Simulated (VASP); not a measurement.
Ca3BiP:

```xyz
5
Lattice="5.4175 0.0000 0.0000 0.0000 5.4175 0.0000 0.0000 0.0000 5.4175" Properties=species:S:1:pos:R:3 pbc="T T T"
Ca    0.0000    2.7087    2.7087
Ca    2.7087    0.0000    2.7087
Ca    2.7087    2.7087    0.0000
Bi    0.0000    0.0000    0.0000
P     2.7087    2.7087    2.7087
```

Base run:

* Program: VASP 6.6.1
* Functional: BLYP
* Potentials or basis: VASP PAW PBE potentials, release 64 (Ca_sv, Bi_d, P)
* Cutoff: 520 eV
* k mesh: 5 × 5 × 5
* Occupations: fermi-dirac, width 0.1 eV
* Spin: no spin polarisation

Its results: pressure 1.4 GPa.

The run is repeated on the same cell with these changes: functional from BLYP to PBEsol. What comes out?

Pressure -1.3 GPa.

PBEsol binds more tightly than BLYP, so the same cell stands under less pressure.

Caveats: the PAW data sets were made with another functional, which shifts forces and pressure a little.
